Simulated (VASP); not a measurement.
Set up this calculation in VASP 6.6.1, as the native input.

```
Task                   : single point
Functional             : PBE
Potentials or basis    : VASP PAW PBE potentials, release 64 (Be, S, Zn, Cd)
Cutoff                 : 520 eV
k mesh                 : 2 × 2 × 2, shifted
Occupations            : gaussian, width 0.1 eV
Spin                   : no spin polarisation
Dipole correction      : no
Further INCAR settings : LREAL = Auto; ALGO = Normal; EDIFF = 1e-06; NBANDS = 121; ISYM = 0
```

The structure of BeZn9Cd2S12 lies in POSCAR:

```
BeZn9Cd2S12
1.0
   -5.4654797593     -5.4289716795      0.0130205587
   -0.0168636518      5.4328147726      5.4921595103
   -5.4923490090      5.4688614878     -5.5113425736
Be S Zn Cd
1 12 9 2
Direct
    1.0026370522      0.5051875142      0.9934558258
    0.3325140823      0.1652047264      0.9191057920
    0.8430670646      0.1866122278      0.9284665941
    0.6671638207      0.3321231095      0.5976439845
    0.1647216940      0.3323163643      0.5976692013
    0.5090705665      0.5192326741      0.2377803784
    1.0086582207      0.5180462684      0.2158389589
    0.3136374828      0.6592654055      0.9187719005
    0.8453971604      0.6587986425      0.9187025184
    0.6669593816      0.8340107455      0.5907678629
    0.1655379764      0.8311996946      0.5782180574
    0.4936174140     -0.0172698724      0.2467596956
    0.9899347921      0.9828193747      0.2466206642
    0.4992638165     -0.0025241771     -0.0002051974
   -0.0018358027     -0.0026107455     -0.0004290233
    0.8331921397      0.1663770699      0.6804740771
    0.3305837589      0.1612296115      0.6706519379
    0.5019121781      0.5040121959     -0.0081365948
    0.8372412924      0.6676512617      0.6713783675
    0.3305306500      0.6679380012      0.6714873536
    0.6673348855      0.8333115262      0.3405404894
    0.1655106878      0.8297156176      0.3278444348
    0.6722313037      0.3349485699      0.3320689068
    0.1624157243      0.3349423514      0.3322246955
```

The input as run:

INCAR

```
PREC = Accurate
ENCUT = 520
EDIFF = 1E-6
ISMEAR = 0
SIGMA = 0.1
LREAL = Auto
LASPH = T
NELM = 100
ALGO = Normal
ISIF = 2
LWAVE = F
LCHARG = F
GGA = PE
ISYM = 0
NBANDS = 121
```

KPOINTS

```
Automatic mesh
0
Gamma
  2 2 2
  0.5 0.5 0.5
```

Potentials or basis: VASP PAW PBE potentials, release 64 (Be, S, Zn, Cd).

Launch:

```console
$ cat potpaw_PBE.64/Be/POTCAR potpaw_PBE.64/S/POTCAR potpaw_PBE.64/Zn/POTCAR potpaw_PBE.64/Cd/POTCAR > POTCAR
$ mpirun -np 1 vasp_std > vasp.out
```

It gave:

```json
{
 "Pressure": "0.2 GPa",
 "Largest force": "0.047 eV/Å",
 "Band gap on the k mesh": "2.99 eV"
}
```

Caveat: a shifted mesh leaves out Γ, where band edges can lie.

Wall time 5.1 min on 1 thread of Intel(R) Xeon(R) 6975P-C (Granite Rapids) (shared host), peak memory 0.63 GiB.
